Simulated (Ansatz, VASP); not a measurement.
**One calculation of C, two programs**

```
CELL_PARAMETERS angstrom
0.00000 1.77894 1.77894
1.77894 0.00000 1.77894
1.77894 1.77894 0.00000
ATOMIC_POSITIONS crystal
C 0.00000 0.00000 0.00000
C 0.25000 0.25000 0.25000
```

Alike in both runs: functional r2SCAN; dispersion rVV10; k mesh 8 × 8 × 8; no spin polarisation.

Ansatz relaxed the structure, and its values are those at the end. VASP's run is a single point on that final structure, the one shown.

```csv
,VASP,Ansatz
version,VASP 6.6.1,Ansatz 0.2.0
potentials or method,"VASP PAW PBE potentials, release 64 (C_h)","plane waves, PAW"
plane-wave cutoff (eV),1430,500
occupations,"gaussian, width 0.01 eV",fixed
valence electrons in the cell,8,8
```

|  | VASP | Ansatz | Ansatz less VASP |
| --- | --- | --- | --- |
| pressure (GPa) | -0.7 | 0.0 | +0.74 |

VASP's potentials were made for PBE, not for r2SCAN.
